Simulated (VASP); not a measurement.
# Se (Pm-3m) in VASP: notebook

Runs on Se. Level: RPBE. Tasks: single point.

Everything below comes from runs of VASP 6.6.1. Logs are shortened: lines on timing, memory, paths and dates and some standing lists are left out, and cuts for length are marked.

## (1) The cell of the first run

It takes space group Pm-3m (No. 221, cubic). The conventional cell has a = 2.855 Å, b = 2.855 Å, c = 2.855 Å, α = 90.00°, β = 90.00°, γ = 90.00°. Within 3.8 Å of Se (site symmetry m-3m) lie 6 Se at 2.86 Å.

## (2) Single point, RPBE

INCAR reads:

```
SYSTEM = Se
ALGO = Normal
EDIFF = 1E-7
ENCUT = 520
GGA = RP
ISIF = 2
ISMEAR = -1
LASPH = .True.
LCHARG = .True.
LELF = .True.
LREAL = .False.
LVHAR = .True.
LWAVE = .False.
NBANDS = 9
NELM = 60
PREC = Accurate
SIGMA = 0.1
```

KPOINTS reads:

```
k-points
0
Gamma
  11 11 11
  0 0 0
```

POSCAR reads:

```
Se
1.0
    2.8553512794      0.0000000000      0.0000000000
    0.0000000000      2.8553512794      0.0000000000
    0.0000000000      0.0000000000      2.8553512794
Se
1
Direct
    0.0000000000      0.0000000000      0.0000000000
```

Potentials or basis: VASP PAW PBE potentials, release 64 (Se).

Run with:

```
cat potpaw_PBE.64/Se/POTCAR > POTCAR
mpirun -np 1 vasp_std > vasp.out
```

OUTCAR:

```text
SYSTEM = Se
   EDIFF = 1E-7
   ENCUT = 520
   GGA = RP
   ISIF = 2
   ISMEAR = -1
   LASPH = .True.
   LREAL = .False.
   NELM = 60
   PREC = Accurate

 ion  position               nearest neighbor table
   1  0.000  0.000  0.000-

  LATTYP: Found a simple cubic cell.
 ALAT       =     2.8553512794

  Lattice vectors:

 A1 = (   2.8553512794,   0.0000000000,   0.0000000000)
 A2 = (   0.0000000000,   2.8553512794,   0.0000000000)
 A3 = (   0.0000000000,   0.0000000000,   2.8553512794)

Analysis of symmetry for initial positions (statically):
=====================================================================
 Subroutine PRICEL returns:
 Original cell was already a primitive cell.

 Routine SETGRP: Setting up the symmetry group for a
 simple cubic supercell.

 Subroutine GETGRP returns: Found 48 space group operations
 (whereof 48 operations were pure point group operations)
 out of a pool of 48 trial point group operations.

The static configuration has the point symmetry O_h .

Analysis of symmetry for dynamics (positions and initial velocities):
=====================================================================
 Subroutine PRICEL returns:
 Original cell was already a primitive cell.

 Routine SETGRP: Setting up the symmetry group for a
 simple cubic supercell.

 Subroutine GETGRP returns: Found 48 space group operations
 (whereof 48 operations were pure point group operations)
 out of a pool of 48 trial point group operations.

The dynamic configuration has the point symmetry O_h .

 Subroutine INISYM returns: Found 48 space group operations
 (whereof 48 operations are pure point group operations),
 and found     1 'primitive' translations

----------------------------------------------------------------------------------------

                                     Primitive cell

  volume of cell :      23.2798

  direct lattice vectors                    reciprocal lattice vectors
     2.855351279  0.000000000  0.000000000     0.350219606  0.000000000  0.000000000
     0.000000000  2.855351279  0.000000000     0.000000000  0.350219606  0.000000000
     0.000000000  0.000000000  2.855351279     0.000000000  0.000000000  0.350219606

  length of vectors
     2.855351279  2.855351279  2.855351279     0.350219606  0.350219606  0.350219606

  position of ions in fractional coordinates (direct lattice)
     0.000000000  0.000000000  0.000000000

  ion indices of the primitive-cell ions
   primitive index   ion index
                 1           1

----------------------------------------------------------------------------------------

 KPOINTS: k-points

Automatic generation of k-mesh.
 Grid dimensions read from file:
 generate k-points for:   11   11   11

 Generating k-lattice:

  Cartesian coordinates                     Fractional coordinates (reciprocal lattice)
     0.031838146  0.000000000  0.000000000     0.090909091  0.000000000  0.000000000
     0.000000000  0.031838146  0.000000000     0.000000000  0.090909091  0.000000000
     0.000000000  0.000000000  0.031838146     0.000000000  0.000000000  0.090909091

  Length of vectors
     0.031838146  0.031838146  0.031838146

  Shift w.r.t. Gamma in fractional coordinates (k-lattice)
     0.000000000  0.000000000  0.000000000

 Subroutine IBZKPT returns following result:
 ===========================================

 Found     56 irreducible k-points:

 Following reciprocal coordinates:
            Coordinates               Weight
  0.000000  0.000000  0.000000      1.000000
  0.090909  0.000000  0.000000      6.000000
  0.181818  0.000000  0.000000      6.000000
  0.272727  0.000000  0.000000      6.000000
  0.363636  0.000000  0.000000      6.000000
  0.454545  0.000000  0.000000      6.000000
[... 16 lines left out ...]
  0.181818  0.090909  0.090909     24.000000
  0.272727  0.090909  0.090909     24.000000
 [... further k-points ...]
   k-points           NKPTS =     56   k-points in BZ     NKDIM =     56   number of bands    NBANDS=      9
   number of dos      NEDOS =    301   number of ions     NIONS =      1
   total plane-waves  NPLWV =  13824
   dimension x,y,z NGX =    24 NGY =   24 NGZ =   24
   dimension x,y,z NGXF=    48 NGYF=   48 NGZF=   48
   ions per type =               1
   NGX,Y,Z   is equivalent  to a cutoff of  13.97, 13.97, 13.97 a.u.
   NGXF,Y,Z  is equivalent  to a cutoff of  27.95, 27.95, 27.95 a.u.
 SYSTEM =  Se
   PREC   = accura    normal or accurate (medium, high low for compatibility)
   ISTART =      0    job   : 0-new  1-cont  2-samecut
   ICHARG =      2    charge: 1-file 2-atom 10-const
   ISPIN  =      1    spin polarized calculation?
   LNONCOLLINEAR =      F non collinear calculations
   LSORBIT =      F    spin-orbit coupling
   LASPH  =      T    aspherical Exc in radial PAW
   ENCUT  =  520.0 eV  38.22 Ry    6.18 a.u.   5.31  5.31  5.31*2*pi/ulx,y,z
   NELM   =     60;   NELMIN=  2; NELMDL= -5     # of ELM steps
   EDIFF  = 0.1E-06   stopping-criterion for ELM
   LREAL  =      F    real-space projection
   EDIFFG = 0.1E-05   stopping-criterion for IOM
   NSW    =      0    number of steps for IOM
   IBRION =     -1    ionic relax: 0-MD 1-quasi-New 2-CG
   NFREE  =      0    steps in history (QN), initial steepest desc. (CG)
   ISIF   =      2    stress and relaxation
   ISYM   =      2    0-nonsym 1-usesym 2-fastsym
   POTIM  = 0.5000    time-step for ionic-motion
   TEBEG  =    0.0;   TEEND  =   0.0 temperature during run
   PSTRESS=    0.0 pullay stress
   NELECT =       6.0000    total number of electrons
   NUPDOWN=      -1.0000    fix difference up-down
   EMIN   =  10.00;   EMAX   =-10.00  energy-range for DOS
   EFERMI =   0.00;   METHOD = LEGACY
   ISMEAR =    -1;   SIGMA  =   0.10  broadening in eV -4-tet -1-fermi 0-gaus
   EFERMI_NEDOS =   21; number of points for ismear=-14 and -15
   IALGO  =     38    algorithm
   IMIX   =      4    mixing-type and parameters
     AMIX     =   0.40;   BMIX     =  1.00
     AMIX_MAG =   1.60;   BMIX_MAG =  1.00
  volume/ion in A,a.u.               =      23.28       157.10
  Fermi-wavevector in a.u.,A,eV,Ry     =   1.041835  1.968783 14.768044  1.085421
  Thomas-Fermi vector in A             =   2.176474
   LORBIT       =      0    0 simple, 1 ext, 2 COOP (PROOUT), +10 PAW based schemes
   GGA     = RP    functional components
   LHFCALC =     F    Hartree Fock is set to
   AEXX    =    0.0000 exact exchange contribution
   IVDW    =     0    specifies the selected vdW correction
   LEPSILON=     F    determine dielectric tensor
   LRPA    =     F    only Hartree local field effects (RPA)
 non-spin polarized calculation
  energy-cutoff  :      520.00
  volume of cell :       23.28
 maximum number of plane-waves:       640
 NGX is ok and might be reduce to    24
   NGX = 11   NGY = 11   NGZ = 11

 number of electron       5.9999999 magnetization

 Free energy of the ion-electron system (eV)
  ---------------------------------------------------
  ext. energy  EPLUGINS =         0.00000000
  ---------------------------------------------------
  free energy    TOTEN  =        -2.95109952 eV

  energy without entropy =       -2.93462994  energy(sigma->0) =       -2.94286473

 E-fermi :   4.4255     XC(G=0):  -9.6692

 val. band max:        4.3331958617   @ k =   0.3636   0.1818   0.1818
 cond. band min:       4.4318496356   @ k =   0.4545   0.1818   0.1818
 fundamental gap:      0.0986537739
 Fermi energy:         4.4255013581

 k-point     1 :       0.0000    0.0000    0.0000
  band No.  band energies     occupation
      1     -11.3217      2.00000
      2       5.7893      0.00000
      3       5.7893      0.00000
      4       5.7893      0.00000
      5      12.2422      0.00000
      6      12.2422      0.00000
      7      12.3353      0.00000
      8      26.2732      0.00000
      9      26.2732      0.00000

 k-point     2 :       0.0909    0.0000    0.0000
  band No.  band energies     occupation
      1     -11.2094      2.00000
      2       4.6587      0.17700
      3       5.8770      0.00000
      4       5.8770      0.00000
      5      12.3570      0.00000
      6      12.4424      0.00000
      7      13.6473      0.00000
      8      24.4893      0.00000
      9      24.4893      0.00000

 k-point     3 :       0.1818    0.0000    0.0000
  band No.  band energies     occupation
      1     -10.8846      2.00000
      2       2.5641      2.00000
      3       6.1246      0.00000
      4       6.1246      0.00000
      5      12.6911      0.00000
      6      12.8545      0.00000
      7      16.3825      0.00000
      8      22.2177      0.00000
      9      22.2177      0.00000

 k-point     4 :       0.2727    0.0000    0.0000
  band No.  band energies     occupation
      1     -10.3911      2.00000
      2       0.5205      2.00000
      3       6.4810      0.00000
      4       6.4810      0.00000
      5      13.2048      0.00000
      6      13.5340      0.00000
      7      18.7514      0.00000
      8      20.2667      0.00000
      9      20.2667      0.00000
[... 205 lines left out ...]
 k-point    22 :       0.0909    0.0909    0.0909
  band No.  band energies     occupation
      1     -10.9850      2.00000
      2       4.8346      0.03290
      3       4.8346      0.03290
      4       4.8770      0.02165
      5      13.8129      0.00000
      6      13.8944      0.00000
      7      13.8944      0.00000
      8      22.6958      0.00000
      9      23.1159      0.00000

 k-point    23 :       0.1818    0.0909    0.0909
  band No.  band energies     occupation
      1     -10.6605      2.00000
      2       2.7679      2.00000
      3       5.0968      0.00243
      4       5.1400      0.00158
      5      14.1403      0.00000
      6      14.2045      0.00000
      7      16.4688      0.00000
      8      20.7344      0.00000
      9      20.9354      0.00000

 k-point    24 :       0.2727    0.0909    0.0909
  band No.  band energies     occupation
      1     -10.1674      2.00000
      2       0.7318      2.00000
      3       5.4777      0.00005
      4       5.5462      0.00003
      5      14.5534      0.00000
      6      14.6751      0.00000
      7      17.6853      0.00000
      8      18.7028      0.00000
      9      21.0086      0.00000

 [... further k-points ...]
[... 5 lines left out ...]
  --------------------------------------------------------------------------------------
  -------------------------------------------------------------------------------------
  Total       -0.0027474     -0.0027474     -0.0027474      0.0000000      0.0000000     -0.0000000
  in kB       -0.1890870     -0.1890870     -0.1890870      0.0000000      0.0000000     -0.0000000
  external PRESSURE =      -0.1890870 kB  Pullay stress =       0.0000000 kB

 VOLUME and BASIS-vectors are now :
 -----------------------------------------------------------------------------
  energy-cutoff  :      520.00
  volume of cell :       23.28
      direct lattice vectors                 reciprocal lattice vectors
     2.855351279  0.000000000  0.000000000     0.350219606  0.000000000  0.000000000
     0.000000000  2.855351279  0.000000000     0.000000000  0.350219606  0.000000000
     0.000000000  0.000000000  2.855351279     0.000000000  0.000000000  0.350219606

 POSITION                                       TOTAL-FORCE (eV/Angst)
 -----------------------------------------------------------------------------------
      0.00000      0.00000      0.00000         0.000000      0.000000      0.000000
 -----------------------------------------------------------------------------------
    total drift:                               -0.000000      0.000000      0.000000

  FREE ENERGIE OF THE ION-ELECTRON SYSTEM (eV)
  ---------------------------------------------------
  free  energy   TOTEN  =        -2.9510995233 eV

  energy  without entropy=       -2.9346299391  energy(sigma->0) =       -2.94286473
```

Wall time 6.2 s (1 thread of Intel Xeon 6975P-C, shared host); peak memory 0.14 GiB.

What came out:

```yaml
Free_energy: -2.9511 eV
Pressure: 0.0 GPa
Band_gap_on_the_k_mesh: zero (band 3 reaches 7.09 eV, above the bottom of band 4 at 1.29 eV)
```

Levels at points of the mesh, in eV from the Fermi level:
| k point | band 1 | band 2 | band 3 | band 4 | band 5 | band 6 | band 7 | band 8 |
| --- | --- | --- | --- | --- | --- | --- | --- | --- |
| (0.00, 0.00, 0.00) | -15.75 | 1.36 | 1.36 | 1.36 | 7.82 | 7.82 | 7.91 | 21.85 |

Caveat: the PAW data sets were made with another functional, which shifts forces and pressure a little.

(Part 1 of 2 ends here.)
